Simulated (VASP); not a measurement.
# Zn2C (Fm-3m) in VASP: notebook, part 2 of 2

VASP 6.6.1.

## 3. Single point, PBE

This run uses another cell than the first one, of 11.42 Å³/atom, 1.052 times its volume.

File INCAR:

```
SYSTEM = Zn2C
PREC     = Accurate       ! precision mode
ENCUT    = 520            ! plane-wave cutoff, eV
EDIFF    = 1E-6           ! SCF threshold, eV
ISMEAR   = -1             ! smearing method
SIGMA    = 0.02           ! smearing width, eV
LREAL    = .FALSE.        ! projectors in reciprocal space
LASPH    = .TRUE.         ! aspherical terms in the spheres
NELM     = 80             ! most SCF steps
ALGO     = Normal         ! electronic algorithm
ISIF     = 2              ! what is computed and relaxed
LWAVE    = .FALSE.        ! write WAVECAR
LCHARG   = .TRUE.         ! write CHGCAR
GGA      = PE             ! functional
LELF     = .TRUE.         ! ELF
LVHAR    = .TRUE.       
NBANDS   = 21             ! bands
```

File KPOINTS:

```
regular mesh
0
G
  8 8 8
  0 0 0
```

File POSCAR:

```
Zn2C
1.0
    0.0000000000      2.5779490375      2.5779490375
    2.5779490375      0.0000000000      2.5779490375
    2.5779490375      2.5779490375      0.0000000000
C Zn
1 2
Direct
    0.0000000000      0.0000000000      0.0000000000
    0.2500000000      0.2500000000      0.2500000000
    0.7500000000      0.7500000000      0.7500000000
```

Potentials or basis: VASP PAW PBE potentials, release 64 (C, Zn).

Run with:

```console
$ cat potpaw_PBE.64/C/POTCAR potpaw_PBE.64/Zn/POTCAR > POTCAR
$ mpirun -np 1 vasp_std > vasp.out
```

OUTCAR:

```text
SYSTEM = Zn2C
   PREC = Accurate
   ENCUT = 520
   EDIFF = 1E-6
   ISMEAR = -1
   LREAL = .FALSE.
   LASPH = .TRUE.
   NELM = 80
   ISIF = 2
   GGA = PE

 ion  position               nearest neighbor table
   1  0.000  0.000  0.000-   3 2.23   3 2.23   3 2.23   2 2.23   3 2.23   2 2.23   2 2.23   2 2.23

   2  0.250  0.250  0.250-   1 2.23   1 2.23   1 2.23   1 2.23   3 2.58   3 2.58   3 2.58   3 2.58
                             3 2.58   3 2.58
   3  0.750  0.750  0.750-   1 2.23   1 2.23   1 2.23   1 2.23   2 2.58   2 2.58   2 2.58   2 2.58
                             2 2.58   2 2.58

  LATTYP: Found a face centered cubic cell.
 ALAT       =     5.1558980750

  Lattice vectors:

 A1 = (   0.0000000000,   2.5779490375,   2.5779490375)
 A2 = (   2.5779490375,   0.0000000000,   2.5779490375)
 A3 = (   2.5779490375,   2.5779490375,   0.0000000000)

Analysis of symmetry for initial positions (statically):
=====================================================================
 Subroutine PRICEL returns:
 Original cell was already a primitive cell.

 Routine SETGRP: Setting up the symmetry group for a
 face centered cubic supercell.

 Subroutine GETGRP returns: Found 48 space group operations
 (whereof 48 operations were pure point group operations)
 out of a pool of 48 trial point group operations.

The static configuration has the point symmetry O_h .

Analysis of symmetry for dynamics (positions and initial velocities):
=====================================================================
 Subroutine PRICEL returns:
 Original cell was already a primitive cell.

 Routine SETGRP: Setting up the symmetry group for a
 face centered cubic supercell.

 Subroutine GETGRP returns: Found 48 space group operations
 (whereof 48 operations were pure point group operations)
 out of a pool of 48 trial point group operations.

The dynamic configuration has the point symmetry O_h .

 Subroutine INISYM returns: Found 48 space group operations
 (whereof 48 operations are pure point group operations),
 and found     1 'primitive' translations

----------------------------------------------------------------------------------------

                                     Primitive cell

  volume of cell :      34.2652

  direct lattice vectors                    reciprocal lattice vectors
     0.000000000  2.577949037  2.577949037    -0.193952632  0.193952632  0.193952632
     2.577949037  0.000000000  2.577949037     0.193952632 -0.193952632  0.193952632
     2.577949037  2.577949037  0.000000000     0.193952632  0.193952632 -0.193952632

  length of vectors
     3.645770492  3.645770492  3.645770492     0.335935812  0.335935812  0.335935812

  position of ions in fractional coordinates (direct lattice)
     0.000000000  0.000000000  0.000000000
     0.250000000  0.250000000  0.250000000
     0.750000000  0.750000000  0.750000000

  ion indices of the primitive-cell ions
   primitive index   ion index
                 1           1
                 2           2
                 3           3

----------------------------------------------------------------------------------------

 KPOINTS: regular mesh

Automatic generation of k-mesh.
 Grid dimensions read from file:
 generate k-points for:    8    8    8

 Generating k-lattice:

  Cartesian coordinates                     Fractional coordinates (reciprocal lattice)
    -0.024244079  0.024244079  0.024244079     0.125000000  0.000000000  0.000000000
     0.024244079 -0.024244079  0.024244079     0.000000000  0.125000000  0.000000000
     0.024244079  0.024244079 -0.024244079     0.000000000  0.000000000  0.125000000

  Length of vectors
     0.041991977  0.041991977  0.041991977

  Shift w.r.t. Gamma in fractional coordinates (k-lattice)
     0.000000000  0.000000000  0.000000000

 Subroutine IBZKPT returns following result:
 ===========================================

 Found     29 irreducible k-points:

 Following reciprocal coordinates:
            Coordinates               Weight
  0.000000  0.000000  0.000000      1.000000
  0.125000  0.000000  0.000000      8.000000
  0.250000  0.000000  0.000000      8.000000
  0.375000  0.000000  0.000000      8.000000
  0.500000  0.000000  0.000000      4.000000
  0.125000  0.125000  0.000000      6.000000
[... 16 lines left out ...]
  0.500000  0.250000  0.125000     48.000000
 -0.375000  0.250000  0.125000     24.000000
 [... further k-points ...]
   k-points           NKPTS =     29   k-points in BZ     NKDIM =     29   number of bands    NBANDS=     21
   number of dos      NEDOS =    301   number of ions     NIONS =      3
   total plane-waves  NPLWV =  21952
   dimension x,y,z NGX =    28 NGY =   28 NGZ =   28
   dimension x,y,z NGXF=    56 NGYF=   56 NGZF=   56
   ions per type =               1   2
   NGX,Y,Z   is equivalent  to a cutoff of  12.77, 12.77, 12.77 a.u.
   NGXF,Y,Z  is equivalent  to a cutoff of  25.54, 25.54, 25.54 a.u.
 SYSTEM =  Zn2C
   PREC   = accura    normal or accurate (medium, high low for compatibility)
   ISTART =      0    job   : 0-new  1-cont  2-samecut
   ICHARG =      2    charge: 1-file 2-atom 10-const
   ISPIN  =      1    spin polarized calculation?
   LNONCOLLINEAR =      F non collinear calculations
   LSORBIT =      F    spin-orbit coupling
   LASPH  =      T    aspherical Exc in radial PAW
   ENCUT  =  520.0 eV  38.22 Ry    6.18 a.u.   6.78  6.78  6.78*2*pi/ulx,y,z
   NELM   =     80;   NELMIN=  2; NELMDL= -5     # of ELM steps
   EDIFF  = 0.1E-05   stopping-criterion for ELM
   LREAL  =      F    real-space projection
   EDIFFG = 0.1E-04   stopping-criterion for IOM
   NSW    =      0    number of steps for IOM
   IBRION =     -1    ionic relax: 0-MD 1-quasi-New 2-CG
   NFREE  =      0    steps in history (QN), initial steepest desc. (CG)
   ISIF   =      2    stress and relaxation
   ISYM   =      2    0-nonsym 1-usesym 2-fastsym
   POTIM  = 0.5000    time-step for ionic-motion
   TEBEG  =    0.0;   TEEND  =   0.0 temperature during run
   PSTRESS=    0.0 pullay stress
   NELECT =      28.0000    total number of electrons
   NUPDOWN=      -1.0000    fix difference up-down
   EMIN   =  10.00;   EMAX   =-10.00  energy-range for DOS
   EFERMI =   0.00;   METHOD = LEGACY
   ISMEAR =    -1;   SIGMA  =   0.02  broadening in eV -4-tet -1-fermi 0-gaus
   EFERMI_NEDOS =   21; number of points for ismear=-14 and -15
   IALGO  =     38    algorithm
   IMIX   =      4    mixing-type and parameters
     AMIX     =   0.40;   BMIX     =  1.00
     AMIX_MAG =   1.60;   BMIX_MAG =  1.00
  volume/ion in A,a.u.               =      11.42        77.08
  Fermi-wavevector in a.u.,A,eV,Ry     =   1.530535  2.892291 31.872144  2.342536
  Thomas-Fermi vector in A             =   2.638004
   LORBIT       =      0    0 simple, 1 ext, 2 COOP (PROOUT), +10 PAW based schemes
   GGA     = PE    functional components
   LHFCALC =     F    Hartree Fock is set to
   AEXX    =    0.0000 exact exchange contribution
   IVDW    =     0    specifies the selected vdW correction
   LEPSILON=     F    determine dielectric tensor
   LRPA    =     F    only Hartree local field effects (RPA)
 non-spin polarized calculation
  energy-cutoff  :      520.00
  volume of cell :       34.27
 maximum number of plane-waves:       941
   NGX = 13   NGY = 13   NGZ = 13

 number of electron      27.9999984 magnetization

 Free energy of the ion-electron system (eV)
  ---------------------------------------------------
  ext. energy  EPLUGINS =         0.00000000
  ---------------------------------------------------
  free energy    TOTEN  =        -9.24979470 eV

  energy without entropy =       -9.24964292  energy(sigma->0) =       -9.24971881

 E-fermi :   4.7052     XC(G=0): -12.0746

 val. band max:        4.6911531225   @ k =   0.0000   0.0000   0.0000
 cond. band min:       5.5536743600   @ k =   0.5000   0.0000   0.0000
 fundamental gap:      0.8625212375
 Fermi energy:         4.7051995934

 k-point     1 :       0.0000    0.0000    0.0000
  band No.  band energies     occupation
      1      -9.4023      2.00000
      2      -4.0416      2.00000
      3      -4.0416      2.00000
      4      -4.0416      2.00000
      5      -3.8346      2.00000
      6      -3.8346      2.00000
[... 550 lines left out ...]
      5      -3.2142      2.00000
      6      -3.2113      2.00000
[... 13 lines left out ...]
     20      15.3578      0.00000
     21      17.5948      0.00000

 [... further k-points ...]

------------------------ aborting loop because EDIFF is reached ----------------------------------------

  FORCE on cell =-STRESS in cart. coord.  units (eV):
  Direction    XX          YY          ZZ          XY          YZ          ZX
  --------------------------------------------------------------------------------------
  -------------------------------------------------------------------------------------
  Total        1.0525936      1.0525936      1.0525936      0.0000000      0.0000000     -0.0000000
  in kB       49.2173607     49.2173607     49.2173607      0.0000000      0.0000000     -0.0000000
  external PRESSURE =      49.2173607 kB  Pullay stress =       0.0000000 kB

 VOLUME and BASIS-vectors are now :
 -----------------------------------------------------------------------------
  energy-cutoff  :      520.00
  volume of cell :       34.27
      direct lattice vectors                 reciprocal lattice vectors
     0.000000000  2.577949037  2.577949037    -0.193952632  0.193952632  0.193952632
     2.577949037  0.000000000  2.577949037     0.193952632 -0.193952632  0.193952632
     2.577949037  2.577949037  0.000000000     0.193952632  0.193952632 -0.193952632

 POSITION                                       TOTAL-FORCE (eV/Angst)
 -----------------------------------------------------------------------------------
      0.00000      0.00000      0.00000         0.000000     -0.000000     -0.000000
      1.28897      1.28897      1.28897        -0.000000      0.000000     -0.000000
      3.86692      3.86692      3.86692         0.000000     -0.000000      0.000000
 -----------------------------------------------------------------------------------
    total drift:                                0.000000      0.000000      0.000000

  FREE ENERGIE OF THE ION-ELECTRON SYSTEM (eV)
  ---------------------------------------------------
  free  energy   TOTEN  =        -9.2497947021 eV

  energy  without entropy=       -9.2496429170  energy(sigma->0) =       -9.24971881
```

Run time: 18 s. Hardware: 1 thread of AMD EPYC 9R45 (Zen 5), shared host; peak memory 0.13 GiB.

What came out:

| Item | Value |
| --- | --- |
| Free energy | -9.2498 eV |
| Pressure | 4.9 GPa |
| Band gap on the k mesh | zero (filled and empty bands touch) |
